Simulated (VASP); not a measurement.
# Si5Te (Cmmm) in VASP: a series of runs

Si5Te is run at these levels: PBE; tasks: single point.

All numbers are computed with VASP 6.6.1; they aren't measurements. Logs are shortened: lines on timing, memory, paths and dates and some standing lists are left out, and cuts for length are marked.

### Step 1. The cell of the first run

Symmetry: Cmmm, No. 65, orthorhombic system. The conventional cell has a = 4.507 Å, b = 14.971 Å, c = 3.869 Å, α = 90.00°, β = 90.00°, γ = 90.00°. Within 3.2 Å of Si (site symmetry m2m) lie 5 Si at 2.39 to 3.19 Å. Within 3.2 Å of Si (site symmetry m2m) lie 4 Si at 2.39 to 2.64 Å and 2 Te at 2.88 Å. Si (site symmetry mmm) has 6 Si at 2.64 to 3.19 Å and 4 Te at 2.97 Å within 3.5 Å. Te (site symmetry mmm) has 8 Si at 2.88 to 2.97 Å and 2 Te at 3.87 Å within 3.9 Å.

### Step 2. Single point, PBE

File INCAR:

```
SYSTEM = Si5Te
PREC     = Accurate       ! precision mode
ENCUT    = 520            ! plane-wave cutoff, eV
EDIFF    = 1E-7           ! SCF threshold, eV
ISMEAR   = 0              ! smearing method
SIGMA    = 0.1            ! smearing width, eV
LREAL    = .FALSE.        ! projectors in reciprocal space
LASPH    = .TRUE.         ! aspherical terms in the spheres
NELM     = 80             ! most SCF steps
ALGO     = Normal         ! electronic algorithm
ISIF     = 2              ! what is computed and relaxed
LWAVE    = .FALSE.        ! write WAVECAR
LCHARG   = .FALSE.        ! write CHGCAR
GGA      = PE             ! functional
NBANDS   = 22             ! bands
```

File KPOINTS:

```
Automatic mesh
0
G
  8 8 10
  0 0 0
```

File POSCAR:

```
Si5Te
1.0
    2.2535461954     -7.4853326757      0.0000000000
    2.2535461954      7.4853326757      0.0000000000
    0.0000000000      0.0000000000      3.8693718559
Si Te
5 1
Direct
    0.2134124023      0.7865875977      0.0000000000
    0.1199939179      0.8800060821      0.5000000000
    0.0000000000      0.0000000000      0.0000000000
    0.8800060821      0.1199939179      0.5000000000
    0.7865875977      0.2134124023      0.0000000000
    0.5000000000      0.5000000000      0.5000000000
```

Potentials or basis: VASP PAW PBE potentials, release 64 (Si, Te).

On the command line:

```console
$ cat potpaw_PBE.64/Si/POTCAR potpaw_PBE.64/Te/POTCAR > POTCAR
$ mpirun -np 1 vasp_std > vasp.out
```

OUTCAR:

```text
SYSTEM = Si5Te
   PREC = Accurate
   ENCUT = 520
   EDIFF = 1E-7
   ISMEAR = 0
   LREAL = .FALSE.
   LASPH = .TRUE.
   NELM = 80
   ISIF = 2
   GGA = PE

 ion  position               nearest neighbor table
   1  0.213  0.787  0.000-   2 2.39   2 2.39   5 2.51   5 2.51
   2  0.120  0.880  0.500-   1 2.39   1 2.39   3 2.64   3 2.64   6 2.88   6 2.88
   3  0.000  0.000  0.000-   2 2.64   4 2.64   2 2.64   4 2.64   6 2.97   6 2.97   6 2.97   6 2.97

   4  0.880  0.120  0.500-   5 2.39   5 2.39   3 2.64   3 2.64   6 2.88   6 2.88
   5  0.787  0.213  0.000-   4 2.39   4 2.39   1 2.51   1 2.51
   6  0.500  0.500  0.500-   2 2.88   4 2.88   2 2.88   4 2.88   3 2.97   3 2.97   3 2.97   3 2.97

  LATTYP: Found a base centered orthorhombic cell.
 ALAT       =     4.5070923908
 B/A-ratio  =     3.3215794249
 C/A-ratio  =     0.8585073303

  Lattice vectors:

 A1 = (   2.2535461954,  -7.4853326757,   0.0000000000)
 A2 = (   2.2535461954,   7.4853326757,   0.0000000000)
 A3 = (   0.0000000000,   0.0000000000,   3.8693718559)

Analysis of symmetry for initial positions (statically):
=====================================================================
 Subroutine PRICEL returns:
 Original cell was already a primitive cell.

 Routine SETGRP: Setting up the symmetry group for a
 base centered orthorhombic supercell.

 Subroutine GETGRP returns: Found  8 space group operations
 (whereof  8 operations were pure point group operations)
 out of a pool of  8 trial point group operations.

The static configuration has the point symmetry D_2h.

Analysis of symmetry for dynamics (positions and initial velocities):
=====================================================================
 Subroutine PRICEL returns:
 Original cell was already a primitive cell.

 Routine SETGRP: Setting up the symmetry group for a
 base centered orthorhombic supercell.

 Subroutine GETGRP returns: Found  8 space group operations
 (whereof  8 operations were pure point group operations)
 out of a pool of  8 trial point group operations.

The dynamic configuration has the point symmetry D_2h.

 Subroutine INISYM returns: Found  8 space group operations
 (whereof  8 operations are pure point group operations),
 and found     1 'primitive' translations

[... 103 lines left out ...]
   LREAL  =      F    real-space projection
   EDIFFG = 0.1E-05   stopping-criterion for IOM
   NSW    =      0    number of steps for IOM
   IBRION =     -1    ionic relax: 0-MD 1-quasi-New 2-CG
   NFREE  =      0    steps in history (QN), initial steepest desc. (CG)
   ISIF   =      2    stress and relaxation
   ISYM   =      2    0-nonsym 1-usesym 2-fastsym
   POTIM  = 0.5000    time-step for ionic-motion
   TEBEG  =    0.0;   TEEND  =   0.0 temperature during run
   PSTRESS=    0.0 pullay stress
   NELECT =      26.0000    total number of electrons
   NUPDOWN=      -1.0000    fix difference up-down
   EMIN   =  10.00;   EMAX   =-10.00  energy-range for DOS
   EFERMI =   0.00;   METHOD = LEGACY
   ISMEAR =     0;   SIGMA  =   0.10  broadening in eV -4-tet -1-fermi 0-gaus
   EFERMI_NEDOS =   21; number of points for ismear=-14 and -15
   IALGO  =     38    algorithm
   IMIX   =      4    mixing-type and parameters
     AMIX     =   0.40;   BMIX     =  1.00
     AMIX_MAG =   1.60;   BMIX_MAG =  1.00
  volume/ion in A,a.u.               =      21.76       146.82
  Fermi-wavevector in a.u.,A,eV,Ry     =   0.956056  1.806684 12.436307  0.914043
  Thomas-Fermi vector in A             =   2.084949
   LORBIT       =      0    0 simple, 1 ext, 2 COOP (PROOUT), +10 PAW based schemes
   GGA     = PE    functional components
   LHFCALC =     F    Hartree Fock is set to
   AEXX    =    0.0000 exact exchange contribution
   IVDW    =     0    specifies the selected vdW correction
   LEPSILON=     F    determine dielectric tensor
   LRPA    =     F    only Hartree local field effects (RPA)
 non-spin polarized calculation
 Gauss-broadening in eV      SIGMA  =   0.10
  energy-cutoff  :      520.00
  volume of cell :      130.54
 maximum number of plane-waves:      3558
 NGX is ok and might be reduce to    60
   NGX = 29   NGY = 29   NGZ = 15

 number of electron      25.9999999 magnetization

 Free energy of the ion-electron system (eV)
  ---------------------------------------------------
  ext. energy  EPLUGINS =         0.00000000
  ---------------------------------------------------
  free energy    TOTEN  =       -27.26625203 eV

  energy without entropy =      -27.25224689  energy(sigma->0) =      -27.25924946

 E-fermi :   6.5744     XC(G=0):  -9.5232

 val. band max:        6.5670414584   @ k =  -0.1250   0.1250   0.3000
 cond. band min:       6.5808825273   @ k =  -0.2500   0.2500   0.5000
 fundamental gap:      0.0138410689
 Fermi energy:         6.5744371128

 k-point     1 :       0.0000    0.0000    0.0000
  band No.  band energies     occupation
      1      -7.1930      2.00000
      2      -4.1256      2.00000
      3      -3.2779      2.00000
      4      -0.5545      2.00000
      5       1.0931      2.00000
      6       2.1139      2.00000
[... 589 lines left out ...]
     21      10.2512      0.00000
     22      11.1215      0.00000

 [... further k-points ...]

------------------------ aborting loop because EDIFF is reached ----------------------------------------

  FORCE on cell =-STRESS in cart. coord.  units (eV):
  Direction    XX          YY          ZZ          XY          YZ          ZX
  --------------------------------------------------------------------------------------
  -------------------------------------------------------------------------------------
  Total       -0.0005561     -0.0252808     -0.0367855      0.0000000      0.0000000      0.0000000
  in kB       -0.0068250     -0.3102797     -0.4514804      0.0000000      0.0000000      0.0000000
  external PRESSURE =      -0.2561950 kB  Pullay stress =       0.0000000 kB

 VOLUME and BASIS-vectors are now :
 -----------------------------------------------------------------------------
  energy-cutoff  :      520.00
  volume of cell :      130.54
      direct lattice vectors                 reciprocal lattice vectors
     2.253546195 -7.485332676  0.000000000     0.221872532 -0.066797298  0.000000000
     2.253546195  7.485332676  0.000000000     0.221872532  0.066797298  0.000000000
     0.000000000  0.000000000  3.869371856     0.000000000  0.000000000  0.258439880

 POSITION                                       TOTAL-FORCE (eV/Angst)
 -----------------------------------------------------------------------------------
      2.25355      4.29041      0.00000         0.000000      0.003929     -0.000000
      2.25355      5.68894      1.93469         0.000000     -0.010981      0.000000
      0.00000      0.00000      0.00000         0.000000      0.000000      0.000000
      2.25355     -5.68894      1.93469         0.000000      0.010981      0.000000
      2.25355     -4.29041      0.00000         0.000000     -0.003929      0.000000
      2.25355      0.00000      1.93469        -0.000000      0.000000      0.000000
 -----------------------------------------------------------------------------------
    total drift:                               -0.000000      0.000000     -0.000000

  FREE ENERGIE OF THE ION-ELECTRON SYSTEM (eV)
  ---------------------------------------------------
  free  energy   TOTEN  =       -27.2662520337 eV

  energy  without entropy=      -27.2522468941  energy(sigma->0) =      -27.25924946
```

OSZICAR:

```text
N       E                     dE             d eps       ncg     rms          rms(c)
DAV:   1     0.631133401406E+02    0.63113E+02   -0.98394E+03  5544   0.952E+02
DAV:   2    -0.230078632848E+02   -0.86121E+02   -0.82447E+02  6872   0.144E+02
DAV:   3    -0.277646475742E+02   -0.47568E+01   -0.46657E+01  7352   0.309E+01
DAV:   4    -0.278517849268E+02   -0.87137E-01   -0.86996E-01  6974   0.485E+00
DAV:   5    -0.278536433648E+02   -0.18584E-02   -0.18582E-02  7502   0.682E-01    0.112E+01
DAV:   6    -0.273370111414E+02    0.51663E+00   -0.10433E+00  6584   0.425E+00    0.657E+00
DAV:   7    -0.272691063627E+02    0.67905E-01   -0.53287E-01  6642   0.283E+00    0.311E+00
DAV:   8    -0.272680928511E+02    0.10135E-02   -0.45309E-02  6908   0.103E+00    0.170E+00
DAV:   9    -0.272666046341E+02    0.14882E-02   -0.94184E-03  6532   0.448E-01    0.439E-01
DAV:  10    -0.272661806993E+02    0.42393E-03   -0.26512E-03  6786   0.218E-01    0.878E-02
DAV:  11    -0.272662298168E+02   -0.49117E-04   -0.15727E-04  7116   0.605E-02    0.391E-02
DAV:  12    -0.272662503720E+02   -0.20555E-04   -0.28933E-05  6560   0.254E-02    0.215E-02
DAV:  13    -0.272662511091E+02   -0.73706E-06   -0.25707E-06  6876   0.766E-03    0.700E-03
DAV:  14    -0.272662521471E+02   -0.10380E-05   -0.16658E-06  6422   0.591E-03    0.742E-03
DAV:  15    -0.272662520005E+02    0.14657E-06   -0.76933E-08  4968   0.129E-03    0.125E-03
DAV:  16    -0.272662520337E+02   -0.33194E-07   -0.29077E-08  3758   0.874E-04
   1 F= -.27266252E+02 E0= -.27259249E+02  d E =-.140051E-01
```

Wall time 13 min (1 thread of Intel Xeon 8259CL, shared host); peak memory 0.52 GiB.

Results:

```yaml
Free_energy: -27.2663 eV
Pressure: 0.0 GPa
Largest_force: 0.011 eV/Å
Band_gap_on_the_k_mesh: zero (bands 13 and 14 overlap by 1.10 eV)
```

Forces in eV/Å, atoms in the order of the input:
```
Si   0.000  0.004  0.000
Si   0.000 -0.011  0.000
Si   0.000  0.000  0.000
Si   0.000  0.011  0.000
Si   0.000 -0.004  0.000
Te   0.000  0.000  0.000
```

Caveat: spin-orbit coupling is left out, which moves the levels of the heavy elements.

### Step 3. Single point, PBE

File INCAR:

```
PREC = Accurate
ENCUT = 520
EDIFF = 1E-7
ISMEAR = 0
SIGMA = 0.1
LREAL = F
LASPH = T
NELM = 80
ALGO = Normal
ISIF = 2
LWAVE = F
LCHARG = F
GGA = PE
NBANDS = 22
```

File KPOINTS:

```
regular mesh
0
Gamma
  10 10 10
```

File POSCAR:

```
Si5Te
1.0
    2.2676681176     -7.4440380443      0.0000000000
    2.2676681176      7.4440380443      0.0000000000
    0.0000000000      0.0000000000      3.8601780158
Si Te
5 1
Direct
    0.2147340121      0.7852659879      0.0000000000
    0.1203988227      0.8796011773      0.5000000000
    0.0000000000      0.0000000000      0.0000000000
    0.8796011773      0.1203988227      0.5000000000
    0.7852659879      0.2147340121      0.0000000000
    0.5000000000      0.5000000000      0.5000000000
```

Potentials or basis: VASP PAW PBE potentials, release 64 (Si, Te).

On the command line:

```console
$ cat potpaw_PBE.64/Si/POTCAR potpaw_PBE.64/Te/POTCAR > POTCAR
$ mpirun -np 1 vasp_std > vasp.out
```

Run time: 21 min. Hardware: 1 thread of Intel Xeon 8259CL, shared host; peak memory 0.64 GiB.

Results (log left out):

* Free energy: -27.2676 eV
* Pressure: 0.0 GPa
* Largest force: 0.006 eV/Å
* Band gap on the k mesh: zero (bands 13 and 14 overlap by 1.01 eV)

Forces on the atoms (eV/Å):
```
Si   0.000  0.006  0.000
Si   0.000 -0.006  0.000
Si   0.000  0.000  0.000
Si   0.000  0.006  0.000
Si   0.000 -0.006  0.000
Te   0.000  0.000  0.000
```

Levels at points of the mesh, in eV from the Fermi level:
| k point | band 11 | band 12 | band 13 | band 14 | band 15 | band 16 |
| --- | --- | --- | --- | --- | --- | --- |
| (0.00, 0.00, 0.00) | -1.41 | -0.61 | -0.28 | -0.12 | 0.52 | 1.07 |
| (0.50, 0.00, 0.00) | -1.58 | -1.36 | 0.13 | 0.37 | 0.85 | 1.61 |
| (0.50, 0.50, 0.00) | -1.44 | -1.13 | -0.75 | -0.49 | -0.19 | 2.42 |
| (0.00, 0.00, 0.50) | -2.34 | -1.27 | -1.07 | -0.36 | -0.21 | 1.03 |
| (0.50, 0.00, 0.50) | -2.41 | -2.32 | 0.30 | 0.51 | 1.02 | 2.06 |
| (0.50, 0.50, 0.50) | -2.78 | -1.51 | -0.79 | 0.12 | 0.14 | 0.16 |

Caveat: spin-orbit coupling is left out, which moves the levels of the heavy elements.
